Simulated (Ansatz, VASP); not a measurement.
Ir: VASP beside Ansatz

The input INCAR:

```
SYSTEM = Ir
  ALGO = Normal
  EDIFF = 1E-6
  ENCUT = 520
  GGA = CA
  ISIF = 2
  ISMEAR = 0
  LASPH = .TRUE.
  LCHARG = .FALSE.
  LREAL = .FALSE.
  LWAVE = .FALSE.
  NBANDS = 10
  NELM = 100
  PREC = Accurate
  SIGMA = 0.15
```

KPOINTS

```
k-points
0
G
  22 22 22
  0 0 0
```

The input POSCAR:

```
Ir
1.0
    0.0000000000      2.0410936996      1.7490131912
    2.0410936996      0.0000000000      1.7490131912
    2.0410936996      2.0410936996      0.0000000000
Ir
1
Direct
    0.0000000000      0.0000000000      0.0000000000
```

Input for Ansatz:

```yaml
crystal:
  lattice:
    - [0.0, 2.0410936996, 1.7490131912]
    - [2.0410936996, 0.0, 1.7490131912]
    - [2.0410936996, 2.0410936996, 0.0]
  atoms:
    - { symbol: Ir, position: [0.0, 0.0, 0.0] }
basis:
  ecutwfc: 420
kpoints:
  mp_grid: { grid: [22, 22, 22] }
hamiltonian:
  xc: lda
  pseudopotentials: { kind: paw, azcp: { folder: soft_1 } }
scf:
  occupations: { method: gaussian, width: 0.15 }
output:
  forces: true
  stress: true
  eigenvalues: true
```

Alike in both runs: task single point; functional LDA; k mesh 22 × 22 × 22; occupations gaussian, width 0.15 eV; no spin polarisation.

```csv
,VASP,Ansatz
version,VASP 6.6.1,Ansatz 0.2.0
potentials or method,"VASP PAW LDA potentials, release 64 (Ir), cutoff 520 eV","scalar-relativistic, plane waves, PAW"
valence electrons in the cell,9,17
```

Ansatz gave:

* gap on the k mesh at the Fermi level (eV): none
* pressure (GPa): -14.0
* traceless stress, the component that is largest in VASP (GPa): 28.33

Problem. What did VASP give for the same quantities?

Solution. gap on the k mesh at the Fermi level (eV): none; pressure (GPa): -11.9; traceless stress, the component that is largest in VASP (GPa): 28.15.

Ansatz warns that its potentials were made for another functional, while VASP's fit it. LDA's correlation is that of Perdew and Zunger in VASP and of Perdew and Wang (1992) in Ansatz. A gap of «none» marks a metal or a gap that the smearing closes. VASP's potentials hold 9 valence electrons a cell and Ansatz's 17, so a difference there can come from the potentials and not from the codes.

Spin-orbit coupling is off throughout.
